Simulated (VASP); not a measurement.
Write the native input for VASP 6.6.1 that does the following.

- Task: relaxation of the atoms
- Functional: PBE
- Dispersion: D3(BJ)
- Potentials or basis: VASP PAW PBE potentials, release 64 (C)
- Cutoff: 520 eV
- k mesh: 15 × 15 × 1
- Occupations: gaussian, width 0.1 eV
- Spin: no spin polarisation
- Dipole correction: yes
- Atoms held fixed (from 0): [0]
- Further INCAR settings: ALGO = Normal; EDIFF = 1e-07; IBRION = 2; EDIFFG = -0.003; NSW = 40
- Atoms held along some axes (from 0): atom 1 along a and b; atom 2 along a and b; atom 3 along a and b

The structure of C lies in POSCAR:

```
C
1.0
    2.4657189577      0.0000000000      0.0000000000
   -1.2328594788      2.1353752560      0.0000000000
    0.0000000000      0.0000000000     17.5000000000
C
4
Selective dynamics
Direct
    0.3333333333      0.6666666667      0.2571428571  F F F
    0.6666666667      0.3333333333      0.2571428571  F F T
    0.3333333333      0.6666666667      0.4464571429  F F T
    0.0000000000      1.0000000000      0.4464571429  F F T
```

These files were run (other wordings do the same):

INCAR

```
PREC     = Accurate       # precision mode
ENCUT    = 520            # plane-wave cutoff, eV
EDIFF    = 1E-7           # SCF threshold, eV
ISMEAR   = 0              # smearing method
SIGMA    = 0.1            # smearing width, eV
LREAL    = False          # projectors in reciprocal space
LASPH    = True           # aspherical terms in the spheres
NELM     = 100            # most SCF steps
ALGO     = Normal         # electronic algorithm
ISIF     = 2              # what is computed and relaxed
LWAVE    = False          # write WAVECAR
LCHARG   = False          # write CHGCAR
LDIPOL   = True         
IDIPOL   = 3            
DIPOL    = 0.5 0.5 0.352
GGA      = PE             # functional
IVDW     = 12             # dispersion correction
IBRION   = 2              # ionic algorithm
NSW      = 40             # ionic steps
EDIFFG   = -0.003         # ionic threshold
```

KPOINTS

```
Automatic mesh
0
Gamma
  15 15 1
```

Potentials or basis: VASP PAW PBE potentials, release 64 (C).

Launch:

```console
$ cat potpaw_PBE.64/C/POTCAR > POTCAR
$ mpirun -np 1 vasp_std > vasp.out
```

Results of the run:

* Energy gained by relaxing: 0.3 meV/atom
* Ionic steps: 18
* Band gap on the k mesh: zero (filled and empty bands touch)
* Dispersion energy per atom: -0.119 eV

It took 5.8 min on 1 thread of Intel Xeon 8259CL (shared host), peak memory 0.21 GiB.
